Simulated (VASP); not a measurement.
BN, 2 atoms in the cell. Symmetry: Fmm2, No. 42, orthorhombic system. Conventional cell: a = 2.469 Å, b = 6.896 Å, c = 4.274 Å, α = 90.00°, β = 90.00°, γ = 90.00°. N (site symmetry mm2) has 3 B at 1.42 to 1.43 Å within 1.9 Å. B (site symmetry mm2) has 3 N at 1.42 to 1.43 Å within 1.9 Å. 

- Program: VASP 6.6.1
- Task: single point
- Functional: LDA
- Potentials or basis: VASP PAW LDA potentials, release 64 (N, B)
- Cutoff: 520 eV
- k mesh: 13 × 13 × 13
- Occupations: fermi-dirac, width 0.05 eV
- Spin: no spin polarisation
- Dipole correction: no
- Further INCAR settings: ALGO = Normal; EDIFF = 1e-07; NBANDS = 11

Potentials or basis: VASP PAW LDA potentials, release 64 (N, B).

The run is started by

```bash
$ cat potpaw_LDA.64/N/POTCAR potpaw_LDA.64/B/POTCAR > POTCAR
$ mpirun -np 1 vasp_std > vasp.out
```

Hardware: 1 thread of Intel(R) Xeon(R) 6975P-C (Granite Rapids) (shared host).

Q: Estimate the wall time of this run.

A: Wall time 33 s on 1 thread of Intel(R) Xeon(R) 6975P-C (Granite Rapids), with other jobs on the host, peak memory 0.17 GiB. Counts: scf iterations 13, k points 343.
